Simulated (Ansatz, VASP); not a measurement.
Al2BP3: VASP beside Ansatz

The input INCAR:

```
PREC = Accurate
ENCUT = 520
EDIFF = 1E-6
ISMEAR = 0
SIGMA = 0.1
LREAL = False
LASPH = True
NELM = 60
ALGO = Normal
ISIF = 2
LWAVE = False
LCHARG = False
GGA = PE
NBANDS = 21
```

The input KPOINTS:

```
regular mesh
0
Gamma
  6 6 4
```

Contents of POSCAR:

```
Al2BP3
1.0
    4.3312352100      0.0000000000      0.0000000000
   -2.1656176000      3.7509597200      0.0000000000
    0.0000000000      0.0000000000      6.8274482300
Al B P
2 1 3
Direct
    0.6666666700      0.3333333300      0.2483411600
    0.3333333300      0.6666666700      0.7516588400
    0.0000000000      0.0000000000      0.0000000000
    0.0000000000      0.0000000000      0.5000000000
    0.6666666700      0.3333333300      0.6493157700
    0.3333333300      0.6666666700      0.3506842300
```

Input for Ansatz:

```yaml
crystal:
  lattice:
    - [4.33123521, 0.0, 0.0]
    - [-2.1656176, 3.75095972, 0.0]
    - [0.0, 0.0, 6.82744823]
  atoms:
    - { symbol: Al, position: [0.66666667, 0.33333333, 0.24834116] }
    - { symbol: Al, position: [0.33333333, 0.66666667, 0.75165884] }
    - { symbol: B, position: [0.0, 0.0, 0.0] }
    - { symbol: P, position: [0.0, 0.0, 0.5] }
    - { symbol: P, position: [0.66666667, 0.33333333, 0.64931577] }
    - { symbol: P, position: [0.33333333, 0.66666667, 0.35068423] }
basis:
  ecutwfc: 420
kpoints:
  mp_grid: { grid: [6, 6, 4] }
hamiltonian:
  xc: pbe
scf:
  occupations: { method: gaussian, width: 0.1 }
  lower_state_search: "off"
output:
  forces: true
  stress: true
  eigenvalues: true
```

Change from the starting cell: species swapped into the Li3GdBi2 type (P-3m1, No. 164).

Alike in both runs: task single point; functional PBE; k mesh 6 × 6 × 4; occupations gaussian, width 0.1 eV; no spin polarisation.

```csv
,VASP,Ansatz
version,VASP 6.6.1,Ansatz 0.2.0
potentials or method,"VASP PAW PBE potentials, release 64 (Al, B, P), cutoff 520 eV","scalar-relativistic, plane waves, PAW"
valence electrons in the cell,24,24
```

```tsv
	VASP	Ansatz	Ansatz less VASP
gap on the k mesh at the Fermi level (eV)	none	none	-
pressure (GPa)	-8.5	-8.5	+0.06
traceless stress, the component that is largest in VASP (GPa)	0.72	0.70	-0.027
rms of the force components (eV/Å)	0.159	0.160	+0.0016
```

Atom by atom the forces differ by 0.002 eV/Å (rms over components). A gap of «none» marks a metal or a gap that the smearing closes. With one functional, cell and mesh, what is left measures potentials, basis and numerics.
